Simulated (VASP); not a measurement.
# ZnS (F-43m) in VASP: single point with HSE06

Aim: the single point of ZnS with HSE06.

Program: VASP 6.6.1. These are calculated values, not measurements. Logs are shortened: lines on timing, memory, paths and dates and some standing lists are left out, and cuts for length are marked.

### Step 1. The cell of the first run

The structure is cubic, space group F-43m (No. 216). The conventional cell has a = 5.444 Å, b = 5.444 Å, c = 5.444 Å, α = 90.00°, β = 90.00°, γ = 90.00°. Within 3.1 Å of Zn (site symmetry -43m) lie 4 S at 2.36 Å. S (site symmetry -43m) has 4 Zn at 2.36 Å within 3.1 Å.

### Step 2. Single point, HSE06

File POSCAR:

```
ZnS
1.0
    0.0000000000      2.7217879900      2.7217879900
    2.7217879900      0.0000000000      2.7217879900
    2.7217879900      2.7217879900      0.0000000000
Zn S
1 1
Direct
    0.0000000000      0.0000000000      0.0000000000
    0.2500000000      0.2500000000      0.2500000000
```

File INCAR.step1:

```
ALGO = Normal
EDIFF = 1E-5
ENCUT = 400
GGA = PE
GGA_COMPAT = F
ISIF = 2
ISMEAR = 0
LASPH = T
LCHARG = F
LREAL = F
LWAVE = T
NBANDS = 16
NELM = 120
PREC = Accurate
SIGMA = 0.01
```

File INCAR.step2:

```
ALGO = Normal
EDIFF = 1E-6
ENCUT = 400
GGA = PE
GGA_COMPAT = F
HFSCREEN = 0.2079
ISIF = 2
ISMEAR = 0
ISTART = 1
LASPH = T
LCHARG = F
LHFCALC = T
LREAL = F
LWAVE = F
NBANDS = 16
NELM = 120
PREC = Accurate
PRECFOCK = Normal
SIGMA = 0.01
```

File KPOINTS:

```
k-points
0
Gamma
  6 6 6
```

Potentials or basis: VASP PAW PBE potentials, release 64 (Zn, S).

Started as:

```console
cat potpaw_PBE.64/Zn/POTCAR potpaw_PBE.64/S/POTCAR > POTCAR
cp INCAR.step1 INCAR
mpirun -np 1 vasp_std > vasp.out
cp INCAR.step2 INCAR
mpirun -np 1 vasp_std > vasp.out
```

OUTCAR:

```text
EDIFF = 1E-6
   ENCUT = 400
   GGA = PE
   HFSCREEN = 0.2079
   ISIF = 2
   ISMEAR = 0
   ISTART = 1
   LASPH = T
   LHFCALC = T
   LREAL = F
   NELM = 120
   PREC = Accurate
   PRECFOCK = Normal

 ion  position               nearest neighbor table
   1  0.000  0.000  0.000-   2 2.36   2 2.36   2 2.36   2 2.36
   2  0.250  0.250  0.250-   1 2.36   1 2.36   1 2.36   1 2.36

  LATTYP: Found a face centered cubic cell.
 ALAT       =     5.4435759800

  Lattice vectors:

 A1 = (   0.0000000000,   2.7217879900,   2.7217879900)
 A2 = (   2.7217879900,   0.0000000000,   2.7217879900)
 A3 = (   2.7217879900,   2.7217879900,   0.0000000000)

Analysis of symmetry for initial positions (statically):
=====================================================================
 Subroutine PRICEL returns:
 Original cell was already a primitive cell.

 Routine SETGRP: Setting up the symmetry group for a
 face centered cubic supercell.

 Subroutine GETGRP returns: Found 24 space group operations
 (whereof 24 operations were pure point group operations)
 out of a pool of 48 trial point group operations.

The static configuration has the point symmetry T_d .

Analysis of symmetry for dynamics (positions and initial velocities):
=====================================================================
 Subroutine PRICEL returns:
 Original cell was already a primitive cell.

 Routine SETGRP: Setting up the symmetry group for a
 face centered cubic supercell.

 Subroutine GETGRP returns: Found 24 space group operations
 (whereof 24 operations were pure point group operations)
 out of a pool of 48 trial point group operations.

The dynamic configuration has the point symmetry T_d .

 Subroutine INISYM returns: Found 24 space group operations
 (whereof 24 operations are pure point group operations),
 and found     1 'primitive' translations

----------------------------------------------------------------------------------------

                                     Primitive cell

  volume of cell :      40.3267

  direct lattice vectors                    reciprocal lattice vectors
     0.000000000  2.721787990  2.721787990    -0.183702773  0.183702773  0.183702773
     2.721787990  0.000000000  2.721787990     0.183702773 -0.183702773  0.183702773
     2.721787990  2.721787990  0.000000000     0.183702773  0.183702773 -0.183702773

  length of vectors
     3.849189489  3.849189489  3.849189489     0.318182536  0.318182536  0.318182536

  position of ions in fractional coordinates (direct lattice)
     0.000000000  0.000000000  0.000000000
     0.250000000  0.250000000  0.250000000

  ion indices of the primitive-cell ions
   primitive index   ion index
                 1           1
                 2           2

----------------------------------------------------------------------------------------

 KPOINTS: k-points

Automatic generation of k-mesh.
 Grid dimensions read from file:
 generate k-points for:    6    6    6

 Generating k-lattice:

  Cartesian coordinates                     Fractional coordinates (reciprocal lattice)
    -0.030617129  0.030617129  0.030617129     0.166666667  0.000000000  0.000000000
     0.030617129 -0.030617129  0.030617129     0.000000000  0.166666667  0.000000000
     0.030617129  0.030617129 -0.030617129     0.000000000  0.000000000  0.166666667

  Length of vectors
     0.053030423  0.053030423  0.053030423

  Shift w.r.t. Gamma in fractional coordinates (k-lattice)
     0.000000000  0.000000000  0.000000000

 Subroutine IBZKPT returns following result:
 ===========================================

 Found     16 irreducible k-points:

 Following reciprocal coordinates:
            Coordinates               Weight
  0.000000  0.000000  0.000000      1.000000
  0.166667  0.000000  0.000000      8.000000
  0.333333  0.000000  0.000000      8.000000
  0.500000  0.000000  0.000000      4.000000
  0.166667  0.166667  0.000000      6.000000
  0.333333  0.166667  0.000000     24.000000
[... 8 lines left out ...]
 -0.333333  0.333333  0.166667     24.000000
 -0.333333  0.500000  0.166667     12.000000
   k-points           NKPTS =     16   k-points in BZ     NKDIM =    216   number of bands    NBANDS=     16
   number of dos      NEDOS =    301   number of ions     NIONS =      2
   total plane-waves  NPLWV =  21952
   dimension x,y,z NGX =    28 NGY =   28 NGZ =   28
   dimension x,y,z NGXF=    56 NGYF=   56 NGZF=   56
   ions per type =               1   1
   NGX,Y,Z   is equivalent  to a cutoff of  12.09, 12.09, 12.09 a.u.
   NGXF,Y,Z  is equivalent  to a cutoff of  24.19, 24.19, 24.19 a.u.
 SYSTEM =  unknown system
   PREC   = accura    normal or accurate (medium, high low for compatibility)
   ISTART =      1    job   : 0-new  1-cont  2-samecut
   ICHARG =      0    charge: 1-file 2-atom 10-const
   ISPIN  =      1    spin polarized calculation?
   LNONCOLLINEAR =      F non collinear calculations
   LSORBIT =      F    spin-orbit coupling
   LASPH  =      T    aspherical Exc in radial PAW
   ENCUT  =  400.0 eV  29.40 Ry    5.42 a.u.   6.28  6.28  6.28*2*pi/ulx,y,z
   NELM   =    120;   NELMIN=  2; NELMDL=  0     # of ELM steps
   EDIFF  = 0.1E-05   stopping-criterion for ELM
   LREAL  =      F    real-space projection
   EDIFFG = 0.1E-04   stopping-criterion for IOM
   NSW    =      0    number of steps for IOM
   IBRION =     -1    ionic relax: 0-MD 1-quasi-New 2-CG
   NFREE  =      0    steps in history (QN), initial steepest desc. (CG)
   ISIF   =      2    stress and relaxation
   ISYM   =      3    0-nonsym 1-usesym 2-fastsym
   POTIM  = 0.5000    time-step for ionic-motion
   TEBEG  =    0.0;   TEEND  =   0.0 temperature during run
   PSTRESS=    0.0 pullay stress
   NELECT =      18.0000    total number of electrons
   NUPDOWN=      -1.0000    fix difference up-down
   EMIN   =  10.00;   EMAX   =-10.00  energy-range for DOS
   EFERMI =   0.00;   METHOD = LEGACY
   ISMEAR =     0;   SIGMA  =   0.01  broadening in eV -4-tet -1-fermi 0-gaus
   EFERMI_NEDOS =   21; number of points for ismear=-14 and -15
   IALGO  =     38    algorithm
   IMIX   =      1    mixing-type and parameters
     AMIX     =   0.40;   BMIX     =  1.00
     AMIX_MAG =   1.60;   BMIX_MAG =  1.00
  volume/ion in A,a.u.               =      20.16       136.07
  Fermi-wavevector in a.u.,A,eV,Ry     =   1.251127  2.364287 21.297453  1.565319
  Thomas-Fermi vector in A             =   2.385089
   LORBIT       =      0    0 simple, 1 ext, 2 COOP (PROOUT), +10 PAW based schemes
   GGA     = PE    functional components
   LHFCALC =     T    Hartree Fock is set to
   PRECFOCK=normal    Normal, Fast or Accurate (Low or Medium for compatibility)
   ENCUT4O =  -1.0   cutoff for four orbital integrals eV
   NKREDX  =     1    reduce k-point grid by
   NKREDY  =     1    reduce k-point grid by
   NKREDZ  =     1    reduce k-point grid by
   AEXX    =    0.2500 exact exchange contribution
   HFSCREEN=    0.2079 screening length (either q_TF or 0.3 A-1)
   HFSCREENC=   0.2079 screening length for correlation (either q_TF or 0.3 A-1)
   ENCUTFOCK=  -1.0 apply spherical cutoff to Coloumb kernel
   IVDW    =     0    specifies the selected vdW correction
   LEPSILON=     F    determine dielectric tensor
   LRPA    =     F    only Hartree local field effects (RPA)
 non-spin polarized calculation
 Gauss-broadening in eV      SIGMA  =   0.01
  energy-cutoff  :      400.00
  volume of cell :       40.33
 maximum number of plane-waves:       754
 NGX is ok and might be reduce to    28
  NGX = 20; NGY = 20; NGZ = 20

 number of electron      17.9999988 magnetization

 Free energy of the ion-electron system (eV)
  ---------------------------------------------------
  ext. energy  EPLUGINS =         0.00000000
  ---------------------------------------------------
  free energy    TOTEN  =        -8.36950791 eV

  energy without entropy =       -8.36950791  energy(sigma->0) =       -8.36950791

 E-fermi :   1.3281     XC(G=0):  -7.8919

 val. band max:        1.1876094134   @ k =   0.0000   0.0000   0.0000
 cond. band min:       4.4067753320   @ k =   0.0000   0.0000   0.0000
 fundamental gap:      3.2191659186
 Fermi energy:         1.3280644873

 k-point     1 :       0.0000    0.0000    0.0000
  band No.  band energies     occupation
      1     -12.9790      2.00000
      2      -6.5860      2.00000
      3      -6.5860      2.00000
      4      -6.5860      2.00000
      5      -6.1650      2.00000
      6      -6.1650      2.00000
[... 8 lines left out ...]
     15      14.3428      0.00000
     16      14.4317      0.00000

 k-point     2 :       0.1667    0.0000    0.0000
  band No.  band energies     occupation
      1     -12.7693      2.00000
      2      -6.5547      2.00000
      3      -6.5547      2.00000
      4      -6.5458      2.00000
      5      -6.1667      2.00000
      6      -6.1667      2.00000
[... 8 lines left out ...]
     15      13.4837      0.00000
     16      15.1797      0.00000

 k-point     3 :       0.3333    0.0000    0.0000
  band No.  band energies     occupation
      1     -12.2999      2.00000
      2      -6.5027      2.00000
      3      -6.5027      2.00000
      4      -6.3147      2.00000
      5      -6.1565      2.00000
      6      -6.1565      2.00000
[... 8 lines left out ...]
     15      14.1515      0.00000
     16      14.3017      0.00000

 k-point     4 :       0.5000    0.0000    0.0000
  band No.  band energies     occupation
      1     -12.0333      2.00000
      2      -6.4840      2.00000
      3      -6.4840      2.00000
      4      -6.1420      2.00000
      5      -6.1420      2.00000
      6      -5.9401      2.00000
[... 8 lines left out ...]
     15      16.1206      0.00000
     16      16.1206      0.00000

 k-point     5 :       0.1667    0.1667    0.0000
  band No.  band energies     occupation
      1     -12.6994      2.00000
      2      -6.5724      2.00000
      3      -6.5244      2.00000
      4      -6.5244      2.00000
      5      -6.1869      2.00000
      6      -6.1493      2.00000
[... 8 lines left out ...]
     15      14.7225      0.00000
     16      16.6187      0.00000

 k-point     6 :       0.3333    0.1667    0.0000
  band No.  band energies     occupation
      1     -12.3130      2.00000
      2      -6.5111      2.00000
      3      -6.4627      2.00000
      4      -6.4071      2.00000
      5      -6.1732      2.00000
      6      -6.1362      2.00000
[... 8 lines left out ...]
     15      15.1874      0.00000
     16      16.5034      0.00000
[... 115 lines left out ...]
 k-point    13 :       0.5000    0.5000    0.0000
  band No.  band energies     occupation
      1     -11.7203      2.00000
      2      -6.4698      2.00000
      3      -6.2954      2.00000
      4      -6.2954      2.00000
      5      -6.1022      2.00000
      6      -5.9015      2.00000
[... 8 lines left out ...]
     15      16.4549      0.00000
     16      17.2224      0.00000

 k-point    14 :       0.5000    0.3333    0.1667
  band No.  band energies     occupation
      1     -11.9783      2.00000
      2      -6.4479      2.00000
      3      -6.4244      2.00000
      4      -6.2854      2.00000
      5      -6.1415      2.00000
      6      -6.0381      2.00000
[... 8 lines left out ...]
     15      16.6395      0.00000
     16      17.3206      0.00000

 k-point    15 :      -0.3333    0.3333    0.1667
  band No.  band energies     occupation
      1     -11.7991      2.00000
      2      -6.4378      2.00000
      3      -6.3910      2.00000
      4      -6.2098      2.00000
      5      -6.1622      2.00000
      6      -5.8116      2.00000
[... 8 lines left out ...]
     15      16.3627      0.00000
     16      17.1715      0.00000

 k-point    16 :      -0.3333    0.5000    0.1667
  band No.  band energies     occupation
      1     -11.7167      2.00000
      2      -6.4323      2.00000
      3      -6.3469      2.00000
      4      -6.2488      2.00000
      5      -6.1416      2.00000
      6      -5.7830      2.00000
[... 8 lines left out ...]
     15      16.6947      0.00000
     16      17.4547      0.00000

------------------------ aborting loop because EDIFF is reached ----------------------------------------

  FORCE on cell =-STRESS in cart. coord.  units (eV):
  Direction    XX          YY          ZZ          XY          YZ          ZX
  --------------------------------------------------------------------------------------
  -------------------------------------------------------------------------------------
  Total       -0.2577900     -0.2577900     -0.2577900      0.0000000      0.0000000     -0.0000000
  in kB      -10.2419774    -10.2419774    -10.2419774      0.0000000      0.0000000     -0.0000000
  external PRESSURE =     -10.2419774 kB  Pullay stress =       0.0000000 kB

 VOLUME and BASIS-vectors are now :
 -----------------------------------------------------------------------------
  energy-cutoff  :      400.00
  volume of cell :       40.33
      direct lattice vectors                 reciprocal lattice vectors
     0.000000000  2.721787990  2.721787990    -0.183702773  0.183702773  0.183702773
     2.721787990  0.000000000  2.721787990     0.183702773 -0.183702773  0.183702773
     2.721787990  2.721787990  0.000000000     0.183702773  0.183702773 -0.183702773

 POSITION                                       TOTAL-FORCE (eV/Angst)
 -----------------------------------------------------------------------------------
      0.00000      0.00000      0.00000         0.000000      0.000000      0.000000
      1.36089      1.36089      1.36089        -0.000000     -0.000000     -0.000000
 -----------------------------------------------------------------------------------
    total drift:                                0.000168      0.000099      0.000086

  FREE ENERGIE OF THE ION-ELECTRON SYSTEM (eV)
  ---------------------------------------------------
  free  energy   TOTEN  =        -8.3695079079 eV

  energy  without entropy=       -8.3695079079  energy(sigma->0) =       -8.36950791
```

Wall time 22 min (1 thread of Intel Xeon Platinum 8488C (Sapphire Rapids), shared host); peak memory 0.26 GiB.

Results:

```yaml
Free_energy: -8.3695 eV
Pressure: -1.0 GPa
Band_gap_on_the_k_mesh: 3.22 eV
```

Caveat: the PAW data sets were made with another functional, which shifts forces and pressure a little.
